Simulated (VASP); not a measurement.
# LiF (Fm-3m) in VASP: relaxation of cell and atoms with PBE

Aim: the relaxation of cell and atoms of LiF with PBE.

Everything below comes from runs of VASP 6.6.1. Logs are shortened: lines on timing, memory, paths and dates and some standing lists are left out, and cuts for length are marked.

### 1 The cell of the first run

Symmetry: Fm-3m, No. 225, cubic system. The conventional cell has a = 4.069 Å, b = 4.069 Å, c = 4.069 Å, α = 90.00°, β = 90.00°, γ = 90.00°. Li (site symmetry m-3m) has 6 F at 2.03 Å within 2.7 Å. F (site symmetry m-3m) has 6 Li at 2.03 Å within 2.7 Å.

### 2 Relaxation of cell and atoms, PBE

The input, INCAR:

```
SYSTEM = LiF
PREC = Accurate
ENCUT = 910
EDIFF = 1E-7
ISMEAR = 0
SIGMA = 0.02
LREAL = .FALSE.
LASPH = .TRUE.
NELM = 120
ALGO = Normal
ISIF = 3
LWAVE = .FALSE.
LCHARG = .FALSE.
GGA = PE
IBRION = 2
NSW = 100
EDIFFG = -0.01
GGA_COMPAT = .FALSE.
NELMIN = 4
```

The input, KPOINTS:

```
regular mesh
0
G
  10 10 10
  0 0 0
```

The input, POSCAR:

```
LiF
1.0
    0.0000000000      2.0343001485      2.0343001485
    2.0343001485      0.0000000000      2.0343001485
    2.0343001485      2.0343001485      0.0000000000
Li F
1 1
Direct
    0.5000000000      0.5000000000      0.5000000000
    0.0000000000      0.0000000000      0.0000000000
```

Potentials or basis: VASP PAW PBE potentials, release 64 (Li_sv, F_h).

Launch:

```sh
> cat potpaw_PBE.64/Li_sv/POTCAR potpaw_PBE.64/F_h/POTCAR > POTCAR
> mpirun -np 1 vasp_std > vasp.out
```

OUTCAR:

```text
SYSTEM = LiF
   PREC = Accurate
   ENCUT = 910
   EDIFF = 1E-7
   ISMEAR = 0
   LREAL = .FALSE.
   LASPH = .TRUE.
   NELM = 120
   ISIF = 3
   GGA = PE
   IBRION = 2
   NSW = 100
   EDIFFG = -0.01
   NELMIN = 4

 ion  position               nearest neighbor table
   1  0.500  0.500  0.500-   2 2.03   2 2.03   2 2.03   2 2.03   2 2.03   2 2.03
   2  0.000  0.000  0.000-   1 2.03   1 2.03   1 2.03   1 2.03   1 2.03   1 2.03

  LATTYP: Found a face centered cubic cell.
 ALAT       =     4.0686002970

  Lattice vectors:

 A1 = (   0.0000000000,   2.0343001485,   2.0343001485)
 A2 = (   2.0343001485,   0.0000000000,   2.0343001485)
 A3 = (   2.0343001485,   2.0343001485,   0.0000000000)

Analysis of symmetry for initial positions (statically):
=====================================================================
 Subroutine PRICEL returns:
 Original cell was already a primitive cell.

 Routine SETGRP: Setting up the symmetry group for a
 face centered cubic supercell.

 Subroutine GETGRP returns: Found 48 space group operations
 (whereof 48 operations were pure point group operations)
 out of a pool of 48 trial point group operations.

The static configuration has the point symmetry O_h .

Analysis of symmetry for dynamics (positions and initial velocities):
=====================================================================
 Subroutine PRICEL returns:
 Original cell was already a primitive cell.

 Routine SETGRP: Setting up the symmetry group for a
 face centered cubic supercell.

 Subroutine GETGRP returns: Found 48 space group operations
 (whereof 48 operations were pure point group operations)
 out of a pool of 48 trial point group operations.

The dynamic configuration has the point symmetry O_h .

 Subroutine INISYM returns: Found 48 space group operations
 (whereof 48 operations are pure point group operations),
 and found     1 'primitive' translations

----------------------------------------------------------------------------------------

                                     Primitive cell

  volume of cell :      16.8374

  direct lattice vectors                    reciprocal lattice vectors
     0.000000000  2.034300148  2.034300148    -0.245784773  0.245784773  0.245784773
     2.034300148  0.000000000  2.034300148     0.245784773 -0.245784773  0.245784773
     2.034300148  2.034300148  0.000000000     0.245784773  0.245784773 -0.245784773

  length of vectors
     2.876934860  2.876934860  2.876934860     0.425711714  0.425711714  0.425711714

  position of ions in fractional coordinates (direct lattice)
     0.500000000  0.500000000  0.500000000
     0.000000000  0.000000000  0.000000000

  ion indices of the primitive-cell ions
   primitive index   ion index
                 1           1
                 2           2

----------------------------------------------------------------------------------------

 KPOINTS: regular mesh

Automatic generation of k-mesh.
 Grid dimensions read from file:
 generate k-points for:   10   10   10

 Generating k-lattice:

  Cartesian coordinates                     Fractional coordinates (reciprocal lattice)
    -0.024578477  0.024578477  0.024578477     0.100000000  0.000000000  0.000000000
     0.024578477 -0.024578477  0.024578477     0.000000000  0.100000000  0.000000000
     0.024578477  0.024578477 -0.024578477     0.000000000  0.000000000  0.100000000

  Length of vectors
     0.042571171  0.042571171  0.042571171

  Shift w.r.t. Gamma in fractional coordinates (k-lattice)
     0.000000000  0.000000000  0.000000000

 Subroutine IBZKPT returns following result:
 ===========================================

 Found     47 irreducible k-points:

 Following reciprocal coordinates:
            Coordinates               Weight
  0.000000  0.000000  0.000000      1.000000
  0.100000  0.000000  0.000000      8.000000
  0.200000  0.000000  0.000000      8.000000
  0.300000  0.000000  0.000000      8.000000
  0.400000  0.000000  0.000000      8.000000
  0.500000  0.000000  0.000000      4.000000
[... 16 lines left out ...]
  0.300000  0.300000  0.000000      6.000000
  0.400000  0.300000  0.000000     24.000000
 [... further k-points ...]
   k-points           NKPTS =     47   k-points in BZ     NKDIM =     47   number of bands    NBANDS=      9
   number of dos      NEDOS =    301   number of ions     NIONS =      2
   total plane-waves  NPLWV =  21952
   dimension x,y,z NGX =    28 NGY =   28 NGZ =   28
   dimension x,y,z NGXF=    56 NGYF=   56 NGZF=   56
   ions per type =               1   1
   NGX,Y,Z   is equivalent  to a cutoff of  16.18, 16.18, 16.18 a.u.
   NGXF,Y,Z  is equivalent  to a cutoff of  32.36, 32.36, 32.36 a.u.
 SYSTEM =  LiF
   PREC   = accura    normal or accurate (medium, high low for compatibility)
   ISTART =      0    job   : 0-new  1-cont  2-samecut
   ICHARG =      2    charge: 1-file 2-atom 10-const
   ISPIN  =      1    spin polarized calculation?
   LNONCOLLINEAR =      F non collinear calculations
   LSORBIT =      F    spin-orbit coupling
   LASPH  =      T    aspherical Exc in radial PAW
   ENCUT  =  910.0 eV  66.88 Ry    8.18 a.u.   7.08  7.08  7.08*2*pi/ulx,y,z
   NELM   =    120;   NELMIN=  4; NELMDL= -5     # of ELM steps
   EDIFF  = 0.1E-06   stopping-criterion for ELM
   LREAL  =      F    real-space projection
   EDIFFG = -.1E-01   stopping-criterion for IOM
   NSW    =    100    number of steps for IOM
   IBRION =      2    ionic relax: 0-MD 1-quasi-New 2-CG
   NFREE  =      1    steps in history (QN), initial steepest desc. (CG)
   ISIF   =      3    stress and relaxation
   ISYM   =      2    0-nonsym 1-usesym 2-fastsym
   POTIM  = 0.5000    time-step for ionic-motion
   TEBEG  =    0.0;   TEEND  =   0.0 temperature during run
   PSTRESS=    0.0 pullay stress
   NELECT =      10.0000    total number of electrons
   NUPDOWN=      -1.0000    fix difference up-down
   EMIN   =  10.00;   EMAX   =-10.00  energy-range for DOS
   EFERMI =   0.00;   METHOD = LEGACY
   ISMEAR =     0;   SIGMA  =   0.02  broadening in eV -4-tet -1-fermi 0-gaus
   EFERMI_NEDOS =   21; number of points for ismear=-14 and -15
   IALGO  =     38    algorithm
   IMIX   =      4    mixing-type and parameters
     AMIX     =   0.40;   BMIX     =  1.00
     AMIX_MAG =   1.60;   BMIX_MAG =  1.00
  volume/ion in A,a.u.               =       8.42        56.81
  Fermi-wavevector in a.u.,A,eV,Ry     =   1.376099  2.600451 25.764666  1.893650
  Thomas-Fermi vector in A             =   2.501375
   LORBIT       =      0    0 simple, 1 ext, 2 COOP (PROOUT), +10 PAW based schemes
   GGA     = PE    functional components
   LHFCALC =     F    Hartree Fock is set to
   AEXX    =    0.0000 exact exchange contribution
   IVDW    =     0    specifies the selected vdW correction
   LEPSILON=     F    determine dielectric tensor
   LRPA    =     F    only Hartree local field effects (RPA)
 conjugate gradient relaxation of ions
 non-spin polarized calculation
 Gauss-broadening in eV      SIGMA  =   0.02
  energy-cutoff  :      910.00
  volume of cell :       16.84
 maximum number of plane-waves:      1067
   NGX = 15   NGY = 15   NGZ = 15

--------------------------------------- Ionic step        1  -------------------------------------------

 number of electron      10.0000003 magnetization

 Free energy of the ion-electron system (eV)
  ---------------------------------------------------
  ext. energy  EPLUGINS =         0.00000000
  ---------------------------------------------------
  free energy    TOTEN  =        -9.64676216 eV

  energy without entropy =       -9.64676216  energy(sigma->0) =       -9.64676216

------------------------ aborting loop because EDIFF is reached ----------------------------------------

  FORCE on cell =-STRESS in cart. coord.  units (eV):
  Direction    XX          YY          ZZ          XY          YZ          ZX
  --------------------------------------------------------------------------------------
  -------------------------------------------------------------------------------------
  Total       -0.1110830     -0.1110830     -0.1110830      0.0000000     -0.0000000      0.0000000
  in kB      -10.5701962    -10.5701962    -10.5701962      0.0000000     -0.0000000      0.0000000
  external PRESSURE =     -10.5701962 kB  Pullay stress =       0.0000000 kB
[... 57 lines left out ...]
  energy  without entropy=       -9.6473642943  energy(sigma->0) =       -9.64736429

--------------------------------------- Ionic step        3  -------------------------------------------

 number of electron      10.0000001 magnetization

 Free energy of the ion-electron system (eV)
  ---------------------------------------------------
  ext. energy  EPLUGINS =         0.00000000
  ---------------------------------------------------
  free energy    TOTEN  =        -9.64746608 eV

  energy without entropy =       -9.64746608  energy(sigma->0) =       -9.64746608

 E-fermi :  -0.3483     XC(G=0):  -9.9045

 val. band max:       -0.5984039078   @ k =   0.0000   0.0000   0.0000
 cond. band min:       8.3357173088   @ k =   0.0000   0.0000   0.0000
 fundamental gap:      8.9341212166
 Fermi energy:        -0.3483140043

 k-point     1 :       0.0000    0.0000    0.0000
  band No.  band energies     occupation
      1     -41.5374      2.00000
      2     -20.5295      2.00000
      3      -0.5984      2.00000
      4      -0.5984      2.00000
      5      -0.5984      2.00000
      6       8.3357      0.00000
      7      23.1660      0.00000
      8      23.1660      0.00000
      9      23.1660      0.00000
[... 265 lines left out ...]
 k-point    24 :       0.4000    0.3000    0.0000
  band No.  band energies     occupation
      1     -41.4815      2.00000
      2     -20.0176      2.00000
      3      -2.8656      2.00000
      4      -1.4491      2.00000
      5      -1.3399      2.00000
      6      12.3306      0.00000
      7      16.0992      0.00000
      8      17.7569      0.00000
      9      19.3927      0.00000

 [... further k-points ...]

------------------------ aborting loop because EDIFF is reached ----------------------------------------

  FORCE on cell =-STRESS in cart. coord.  units (eV):
  Direction    XX          YY          ZZ          XY          YZ          ZX
  --------------------------------------------------------------------------------------
  -------------------------------------------------------------------------------------
  Total        0.0080376      0.0080376      0.0080376      0.0000000      0.0000000      0.0000000
  in kB        0.7756713      0.7756713      0.7756713      0.0000000      0.0000000      0.0000000
  external PRESSURE =       0.7756713 kB  Pullay stress =       0.0000000 kB
[... 17 lines left out ...]
  FREE ENERGIE OF THE ION-ELECTRON SYSTEM (eV)
  ---------------------------------------------------
  free  energy   TOTEN  =        -9.6474660764 eV

  energy  without entropy=       -9.6474660764  energy(sigma->0) =       -9.64746608

 reached required accuracy - stopping structural energy minimisation
```

Wall time 23 s (1 thread of Intel Xeon Platinum 8259CL at 2.50GHz (Skylake/Cascade Lake), shared host); peak memory 0.15 GiB.

Results:

```
Free energy                           : -9.6475 eV
Relaxed volume                        : 8.30 Å³/atom
Relaxed cell                          : a = 2.863 Å, b = 2.863 Å, c = 2.863 Å, α = 60.00°, β = 60.00°, γ = 60.00°
Space group after relaxing (to 0.1 Å) : Fm-3m (No. 225)
Energy gained by relaxing             : 0.4 meV/atom
Ionic steps                           : 3
Pressure after relaxing               : 0.1 GPa
Band gap on the k mesh                : 8.93 eV
```

The path:
| step | energy change (eV) | largest force (eV/Å) | pressure (GPa) | volume (Å³) |
| --- | --- | --- | --- | --- |
| 1 | 0.0000 | 0.0000 | -1.06 | 16.84 |
| 2 | -0.0006 | 0.0000 | -0.40 | 16.70 |
| 3 | -0.0007 | 0.0000 | 0.08 | 16.60 |

Final structure:
```yaml
crystal:
  lattice:
    - [0.00000, 2.02477, 2.02477]
    - [2.02477, 0.00000, 2.02477]
    - [2.02477, 2.02477, 0.00000]
  atoms:
    - { symbol: Li, position: [0.50000, 0.50000, 0.50000] }
    - { symbol: F, position: [0.00000, 0.00000, 0.00000] }
```

Caveat: the cutoff is under 1.25 times the usual one of these potentials, so pressure, stress and relaxed cells hold a basis-set (Pulay) error. A k mesh can miss the band edges.
